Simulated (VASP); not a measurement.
Wanted: the native input for a VASP 6.6.1 run.

```yaml
Task: single point
Functional: PBE
Potentials_or_basis: VASP PAW PBE potentials, release 64 (Ta_pv)
Cutoff: 520 eV
k_mesh: 20 × 20 × 20
Occupations: gaussian, width 0.15 eV
Spin: no spin polarisation
Dipole_correction: no
Further_INCAR_settings: ALGO = Fast; EDIFF = 1e-06; NBANDS = 12
```

The structure of Ta lies in POSCAR:

```
Ta
1.0
   -1.4717122162      1.4717122162      2.2365610549
    1.4717122162     -1.4717122162      2.2365610549
    1.4717122162      1.4717122162     -2.2365610549
Ta
1
Direct
    0.0000000000      0.0000000000      0.0000000000
```

These files were run (other wordings do the same):

INCAR

```
  ALGO = Fast
  EDIFF = 1E-6
  ENCUT = 520
  GGA = PE
  ISIF = 2
  ISMEAR = 0
  LASPH = T
  LCHARG = T
  LELF = T
  LREAL = F
  LVHAR = T
  LWAVE = F
  NBANDS = 12
  NELM = 100
  PREC = Accurate
  SIGMA = 0.15
```

KPOINTS

```
k-points
0
Gamma
  20 20 20
```

Potentials or basis: VASP PAW PBE potentials, release 64 (Ta_pv).

Run with:

```sh
$ cat potpaw_PBE.64/Ta_pv/POTCAR > POTCAR
$ mpirun -np 1 vasp_std > vasp.out
```

Results of the run:

- Pressure: -5.8 GPa
- Band gap on the k mesh: zero (an odd number of electrons rules out a gap without spin polarisation)

Caveat: the stress differs along the axes, from -8 to -2 GPa; spin-orbit coupling is left out, which moves the levels of the heavy elements.

It took 2.9 min on 1 thread of Intel Xeon 8259CL, with other jobs on the host, peak memory 0.26 GiB.
